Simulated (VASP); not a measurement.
# MoF (P-6m2) in VASP: notebook

MoF is run at these levels: PBE; tasks: single point, relaxation of cell and atoms.

All numbers are computed with VASP 6.6.1; they aren't measurements. Logs are shortened: lines on timing, memory, paths and dates and some standing lists are left out, and cuts for length are marked.

### 1 The cell of the first run

It takes space group P-6m2 (No. 187, hexagonal). The conventional cell has a = 2.651 Å, b = 2.651 Å, c = 4.060 Å, α = 90.00°, β = 90.00°, γ = 120.00°. Mo (site symmetry -6m2) has 6 F at 2.54 Å and 6 Mo at 2.65 Å within 3.4 Å. F (site symmetry -6m2) has 6 Mo at 2.54 Å and 6 F at 2.65 Å within 3.4 Å.

### 2 Single point, PBE, collinear spin

INCAR reads:

```
PREC = Accurate ; ENCUT = 520
EDIFF = 1E-7 ; ISMEAR = 0
SIGMA = 0.1 ; LREAL = False
LASPH = True ; NELM = 150
ALGO = Normal ; ISIF = 2
LWAVE = False ; LCHARG = False
ISPIN = 2 ; MAGMOM = 1 0
LORBIT = 11 ; LMAXMIX = 4
GGA = PE ; NBANDS = 22
```

KPOINTS reads:

```
Automatic mesh
0
Gamma
  6 6 6
```

POSCAR reads:

```
MoF
1.0
    2.6513020510     -0.0000000025      0.0000000000
   -1.3256510233      2.2960949305      0.0000000000
    0.0000000000      0.0000000000      4.0598426825
Mo F
1 1
Direct
    0.6666666667      0.3333333333      0.5000000000
    0.0000000000      0.0000000000      0.0000000000
```

Potentials or basis: VASP PAW PBE potentials, release 64 (Mo_sv, F).

Run with:

```bash
> cat potpaw_PBE.64/Mo_sv/POTCAR potpaw_PBE.64/F/POTCAR > POTCAR
> mpirun -np 1 vasp_std > vasp.out
```

OUTCAR:

```text
PREC = Accurate
   ENCUT = 520
   EDIFF = 1E-7
   ISMEAR = 0
   LREAL = False
   LASPH = True
   NELM = 150
   ISIF = 2
   ISPIN = 2
   LORBIT = 11
   GGA = PE

 ion  position               nearest neighbor table
   1  0.667  0.333  0.500-   2 2.54   2 2.54   2 2.54   2 2.54   2 2.54   2 2.54
   2  0.000  0.000  0.000-   1 2.54   1 2.54   1 2.54   1 2.54   1 2.54   1 2.54

  LATTYP: Found a hexagonal cell.
 ALAT       =     2.6513020510
 C/A-ratio  =     1.5312637355

  Lattice vectors:

 A1 = (   2.6513020510,  -0.0000000025,   0.0000000000)
 A2 = (  -1.3256510233,   2.2960949305,   0.0000000000)
 A3 = (   0.0000000000,   0.0000000000,   4.0598426825)

Analysis of symmetry for initial positions (statically):
=====================================================================
 Subroutine PRICEL returns:
 Original cell was already a primitive cell.

 Routine SETGRP: Setting up the symmetry group for a
 hexagonal supercell.

 Subroutine GETGRP returns: Found 12 space group operations
 (whereof 12 operations were pure point group operations)
 out of a pool of 24 trial point group operations.

The static configuration has the point symmetry D_3h.

Analysis of symmetry for dynamics (positions and initial velocities):
=====================================================================
 Subroutine PRICEL returns:
 Original cell was already a primitive cell.

 Routine SETGRP: Setting up the symmetry group for a
 hexagonal supercell.

 Subroutine GETGRP returns: Found 12 space group operations
 (whereof 12 operations were pure point group operations)
 out of a pool of 24 trial point group operations.

The dynamic configuration has the point symmetry D_3h.

Analysis of structural, dynamic, and magnetic symmetry:
=====================================================================
 Subroutine PRICEL returns:
 Original cell was already a primitive cell.

 Routine SETGRP: Setting up the symmetry group for a
 hexagonal supercell.

 Subroutine GETGRP returns: Found 12 space group operations
 (whereof 12 operations were pure point group operations)
 out of a pool of 24 trial point group operations.

The overall configuration has the point symmetry D_3h.

 Subroutine INISYM returns: Found 12 space group operations
 (whereof 12 operations are pure point group operations),
 and found     1 'primitive' translations

----------------------------------------------------------------------------------------

                                     Primitive cell

  volume of cell :      24.7149

  direct lattice vectors                    reciprocal lattice vectors
     2.651302051 -0.000000003  0.000000000     0.377173171  0.217761031  0.000000000
    -1.325651023  2.296094930  0.000000000     0.000000000  0.435522063  0.000000000
     0.000000000  0.000000000  4.059842683     0.000000000  0.000000000  0.246314963

  length of vectors
     2.651302051  2.651302051  4.059842683     0.435522063  0.435522063  0.246314963

  position of ions in fractional coordinates (direct lattice)
     0.666666667  0.333333333  0.500000000
     0.000000000  0.000000000  0.000000000

  ion indices of the primitive-cell ions
   primitive index   ion index
                 1           1
                 2           2

----------------------------------------------------------------------------------------

 KPOINTS: Automatic mesh

Automatic generation of k-mesh.
 Grid dimensions read from file:
 generate k-points for:    6    6    6

 Generating k-lattice:

  Cartesian coordinates                     Fractional coordinates (reciprocal lattice)
     0.062862195  0.036293505  0.000000000     0.166666667  0.000000000  0.000000000
     0.000000000  0.072587010  0.000000000     0.000000000  0.166666667  0.000000000
     0.000000000  0.000000000  0.041052494     0.000000000  0.000000000  0.166666667

  Length of vectors
     0.072587010  0.072587010  0.041052494

  Shift w.r.t. Gamma in fractional coordinates (k-lattice)
     0.000000000  0.000000000  0.000000000

 Subroutine IBZKPT returns following result:
 ===========================================

 Found     28 irreducible k-points:

 Following reciprocal coordinates:
            Coordinates               Weight
  0.000000  0.000000  0.000000      1.000000
  0.166667  0.000000  0.000000      6.000000
  0.333333 -0.000000  0.000000      6.000000
  0.500000  0.000000  0.000000      3.000000
  0.166667  0.166667  0.000000      6.000000
  0.333333  0.166667  0.000000     12.000000
[... 16 lines left out ...]
  0.166667  0.000000  0.500000      6.000000
  0.333333 -0.000000  0.500000      6.000000
 [... further k-points ...]
   k-points           NKPTS =     28   k-points in BZ     NKDIM =     28   number of bands    NBANDS=     22
   number of dos      NEDOS =    301   number of ions     NIONS =      2
   total plane-waves  NPLWV =  12000
   dimension x,y,z NGX =    20 NGY =   20 NGZ =   30
   dimension x,y,z NGXF=    40 NGYF=   40 NGZF=   60
   ions per type =               1   1
   NGX,Y,Z   is equivalent  to a cutoff of  12.54, 12.54, 12.28 a.u.
   NGXF,Y,Z  is equivalent  to a cutoff of  25.08, 25.08, 24.57 a.u.
 SYSTEM =  unknown system
   PREC   = accura    normal or accurate (medium, high low for compatibility)
   ISTART =      0    job   : 0-new  1-cont  2-samecut
   ICHARG =      2    charge: 1-file 2-atom 10-const
   ISPIN  =      2    spin polarized calculation?
   LNONCOLLINEAR =      F non collinear calculations
   LSORBIT =      F    spin-orbit coupling
   LASPH  =      T    aspherical Exc in radial PAW
   ENCUT  =  520.0 eV  38.22 Ry    6.18 a.u.   4.93  4.93  7.55*2*pi/ulx,y,z
   NELM   =    150;   NELMIN=  2; NELMDL= -5     # of ELM steps
   EDIFF  = 0.1E-06   stopping-criterion for ELM
   LREAL  =      F    real-space projection
   EDIFFG = 0.1E-05   stopping-criterion for IOM
   NSW    =      0    number of steps for IOM
   IBRION =     -1    ionic relax: 0-MD 1-quasi-New 2-CG
   NFREE  =      0    steps in history (QN), initial steepest desc. (CG)
   ISIF   =      2    stress and relaxation
   ISYM   =      2    0-nonsym 1-usesym 2-fastsym
   POTIM  = 0.5000    time-step for ionic-motion
   TEBEG  =    0.0;   TEEND  =   0.0 temperature during run
   PSTRESS=    0.0 pullay stress
   NELECT =      21.0000    total number of electrons
   NUPDOWN=      -1.0000    fix difference up-down
   EMIN   =  10.00;   EMAX   =-10.00  energy-range for DOS
   EFERMI =   0.00;   METHOD = LEGACY
   ISMEAR =     0;   SIGMA  =   0.10  broadening in eV -4-tet -1-fermi 0-gaus
   EFERMI_NEDOS =   21; number of points for ismear=-14 and -15
   IALGO  =     38    algorithm
   IMIX   =      4    mixing-type and parameters
     AMIX     =   0.40;   BMIX     =  1.00
     AMIX_MAG =   1.60;   BMIX_MAG =  1.00
  volume/ion in A,a.u.               =      12.36        83.39
  Fermi-wavevector in a.u.,A,eV,Ry     =   1.550584  2.930178 32.712616  2.404309
  Thomas-Fermi vector in A             =   2.655226
   LORBIT       =     11    0 simple, 1 ext, 2 COOP (PROOUT), +10 PAW based schemes
   GGA     = PE    functional components
   LHFCALC =     F    Hartree Fock is set to
   AEXX    =    0.0000 exact exchange contribution
   IVDW    =     0    specifies the selected vdW correction
   LEPSILON=     F    determine dielectric tensor
   LRPA    =     F    only Hartree local field effects (RPA)
 spin polarized calculation
 Gauss-broadening in eV      SIGMA  =   0.10
  energy-cutoff  :      520.00
  volume of cell :       24.71
 maximum number of plane-waves:       687
 NGX is ok and might be reduce to    20
   NGX =  9   NGY =  9   NGZ = 15

 number of electron      21.0000003 magnetization       0.0024175

 number of electron      21.0000003 magnetization      -0.0012854

 Free energy of the ion-electron system (eV)
  ---------------------------------------------------
  ext. energy  EPLUGINS =         0.00000000
  ---------------------------------------------------
  free energy    TOTEN  =       -13.40130079 eV

  energy without entropy =      -13.38692926  energy(sigma->0) =      -13.39411502

 E-fermi :   9.5049     XC(G=0): -12.2763

 val. band max:        9.5022150379   @ k =   0.1667   0.0000   0.0000
 cond. band min:       9.5314729480   @ k =   0.0000   0.0000   0.1667
 fundamental gap:      0.0292579101
 Fermi energy:         9.5049406885

 spin component 1

 k-point     1 :       0.0000    0.0000    0.0000
  band No.  band energies     occupation
      1     -52.2363      1.00000
      2     -26.5823      1.00000
      3     -25.2186      1.00000
      4     -25.2186      1.00000
      5     -15.6682      1.00000
      6       2.2630      1.00000
[... 14 lines left out ...]
     21      31.8449      0.00000
     22      31.8449      0.00000
[... 552 lines left out ...]
  band No.  band energies     occupation
      1     -52.0044      1.00000
      2     -26.5534      1.00000
      3     -26.3951      1.00000
      4     -25.5247      1.00000
      5     -15.0840      1.00000
      6       2.0643      1.00000
[... 14 lines left out ...]
     21      33.4093      0.00000
     22      34.0144      0.00000

 [... further k-points ...]

 spin component 2

 k-point     1 :       0.0000    0.0000    0.0000
  band No.  band energies     occupation
      1     -52.2370      1.00000
      2     -26.5832      1.00000
      3     -25.2193      1.00000
      4     -25.2193      1.00000
      5     -15.6681      1.00000
      6       2.2630      1.00000
[... 14 lines left out ...]
     21      31.8443      0.00000
     22      31.8443      0.00000
[... 552 lines left out ...]
  band No.  band energies     occupation
      1     -52.0052      1.00000
      2     -26.5542      1.00000
      3     -26.3959      1.00000
      4     -25.5255      1.00000
      5     -15.0839      1.00000
      6       2.0642      1.00000
[... 14 lines left out ...]
     21      33.4089      0.00000
     22      34.0137      0.00000

 [... further k-points ...]
[... 5 lines left out ...]
  --------------------------------------------------------------------------------------
  -------------------------------------------------------------------------------------
  Total        0.0318416      0.0318416      0.0187099      0.0000000      0.0000000      0.0000000
  in kB        2.0641773      2.0641773      1.2128957      0.0000000      0.0000000      0.0000000
  external PRESSURE =       1.7804168 kB  Pullay stress =       0.0000000 kB

 VOLUME and BASIS-vectors are now :
 -----------------------------------------------------------------------------
  energy-cutoff  :      520.00
  volume of cell :       24.71
      direct lattice vectors                 reciprocal lattice vectors
     2.651302051 -0.000000003  0.000000000     0.377173171  0.217761031  0.000000000
    -1.325651023  2.296094930  0.000000000     0.000000000  0.435522063  0.000000000
     0.000000000  0.000000000  4.059842683     0.000000000  0.000000000  0.246314963

 POSITION                                       TOTAL-FORCE (eV/Angst)
 -----------------------------------------------------------------------------------
      1.32565      0.76536      2.02992         0.000000     -0.000000      0.000000
      0.00000      0.00000      0.00000        -0.000000      0.000000      0.000000
 -----------------------------------------------------------------------------------
    total drift:                               -0.000000      0.000000      0.000000

  FREE ENERGIE OF THE ION-ELECTRON SYSTEM (eV)
  ---------------------------------------------------
  free  energy   TOTEN  =       -13.4013007915 eV

  energy  without entropy=      -13.3869292572  energy(sigma->0) =      -13.39411502

 total charge

# of ion       s       p       d       tot
------------------------------------------
    1        2.268   6.087   4.105  12.460
    2        1.755   4.286   0.000   6.041
--------------------------------------------------
tot          4.023  10.373   4.105  18.501

 magnetization (x)

# of ion       s       p       d       tot
------------------------------------------
    1       -0.000  -0.000  -0.001  -0.001
    2       -0.000   0.000   0.000   0.000
--------------------------------------------------
tot         -0.000  -0.000  -0.001  -0.001
```

Wall time 37 s (1 thread of Intel Xeon Platinum 8259CL at 2.50GHz (Skylake/Cascade Lake), shared host); peak memory 0.15 GiB.

Results:

| Item | Value |
| --- | --- |
| Free energy | -13.4013 eV |
| Pressure | 0.2 GPa |
| Net moment | 0.00 μB per cell |
| Valence electrons inside the program's atomic spheres | Mo 12.46; F 6.04 |

Caveat: the k points lie up to 0.46 Å⁻¹ apart.

### 3 Relaxation of cell and atoms, PBE, collinear spin

This run uses another cell than the first one, of 12.11 Å³/atom.

INCAR reads:

```
SYSTEM = MoF
  ALGO = Normal
  EDIFF = 1E-7
  EDIFFG = -0.04
  ENCUT = 600
  GGA = PE
  IBRION = 2
  ISIF = 3
  ISMEAR = 0
  ISPIN = 2
  LASPH = .True.
  LCHARG = .False.
  LMAXMIX = 4
  LORBIT = 11
  LREAL = .False.
  LWAVE = .False.
  MAGMOM = 1 0
  NELM = 150
  NSW = 90
  PREC = Accurate
  SIGMA = 0.1
```

KPOINTS reads:

```
k-points
0
Gamma
  6 6 6
  0 0 0
```

POSCAR reads:

```
MoF
1.0
    3.0735204900      0.0000000000      0.0000000000
   -1.5367602400      2.6617468200      0.0000000000
    0.0000000000      0.0000000000      2.9607416000
Mo F
1 1
Direct
    0.6666666700      0.3333333300      0.5000000000
    0.0000000000      0.0000000000      0.0000000000
```

Potentials or basis: VASP PAW PBE potentials, release 64 (Mo_sv, F).

Run with:

```bash
> cat potpaw_PBE.64/Mo_sv/POTCAR potpaw_PBE.64/F/POTCAR > POTCAR
> mpirun -np 1 vasp_std > vasp.out
```

Wall time 4.1 min (1 thread of Intel Xeon Platinum 8259CL at 2.50GHz (Skylake/Cascade Lake), shared host); peak memory 0.18 GiB.

The run converged. Its results:

| Quantity | Value |
| --- | --- |
| Free energy | -13.3175 eV |
| Relaxed volume | 12.13 Å³/atom |
| Relaxed cell | a = 2.657 Å, b = 2.657 Å, c = 3.970 Å, α = 90.00°, β = 90.00°, γ = 120.00° |
| Space group after relaxing (to 0.1 Å) | P-6m2 (No. 187) |
| Energy gained by relaxing | 707.5 meV/atom |
| Ionic steps | 14 |
| Pressure after relaxing | 0.0 GPa |
| Net moment | 0.02 μB per cell |
| Valence electrons inside the program's atomic spheres | Mo 12.47; F 6.07 |

Stress tensor (GPa, compression positive):
```
-0.13  0.00  0.00
 0.00 -0.13  0.00
 0.00  0.00  0.16
```

The path:
```tsv
step	energy change (eV)	largest force (eV/Å)	pressure (GPa)	volume (Å³)
1	0.0000	0.0000	15.44	24.22
2	-0.0884	0.0000	-9.81	28.53
3	-0.1308	0.0000	-2.36	26.82
4	-0.2609	0.0000	-4.91	26.96
5	-0.8811	0.0000	-10.19	27.01
6	-0.9281	0.0000	-10.96	25.68
7	-1.2125	0.0000	-13.18	26.77
8	-1.2971	0.0000	-14.17	26.32
9	-1.3008	0.0000	-13.99	26.56
10	-1.3439	0.0000	-11.88	25.99
11	-1.3483	0.0000	-10.99	25.80
12	-1.3838	0.0000	-7.76	25.30
13	-1.4143	0.0000	-1.27	24.42
14	-1.4150	0.0000	-0.03	24.27
```

Final structure:
```
CELL_PARAMETERS angstrom
2.65657 0.00000 0.00000
-1.32829 2.30066 0.00000
0.00000 0.00000 3.97045
ATOMIC_POSITIONS crystal
Mo 0.66667 0.33333 0.50000
F 0.00000 0.00000 0.00000
```

Levels at points of the mesh, in eV from the Fermi level:
Spin up:
| k point | band 8 | band 9 | band 10 | band 11 | band 12 | band 13 | band 14 | band 15 |
| --- | --- | --- | --- | --- | --- | --- | --- | --- |
| (0.00, 0.00, 0.00) | -5.16 | -5.16 | -1.03 | -1.03 | -0.53 | 1.96 | 1.96 | 8.66 |
| (0.50, 0.00, 0.00) | -5.60 | -5.05 | -1.16 | 0.79 | 1.47 | 4.52 | 4.66 | 11.94 |
| (0.00, 0.00, 0.50) | -5.12 | -4.58 | -1.24 | -1.24 | 2.03 | 2.03 | 3.16 | 3.95 |
| (0.50, 0.00, 0.50) | -5.87 | -4.42 | -2.49 | 0.88 | 1.43 | 4.52 | 5.76 | 10.95 |
Spin down:
| k point | band 7 | band 8 | band 9 | band 10 | band 11 | band 12 | band 13 | band 14 | band 15 |
| --- | --- | --- | --- | --- | --- | --- | --- | --- | --- |
| (0.00, 0.00, 0.00) | -5.52 | -5.16 | -5.16 | -1.02 | -1.02 | -0.52 | 1.98 | 1.98 | 8.67 |
| (0.50, 0.00, 0.00) | -7.96 | -5.60 | -5.04 | -1.15 | 0.81 | 1.48 | 4.54 | 4.67 | 11.95 |
| (0.00, 0.00, 0.50) | -5.12 | -5.12 | -4.57 | -1.23 | -1.23 | 2.04 | 2.04 | 3.17 | 3.96 |
| (0.50, 0.00, 0.50) | -7.59 | -5.87 | -4.41 | -2.48 | 0.90 | 1.44 | 4.53 | 5.77 | 10.95 |

Caveat: the k points lie up to 0.46 Å⁻¹ apart in the final cell; a cell axis changed by over 15 % at a fixed basis, so the end point is rough.
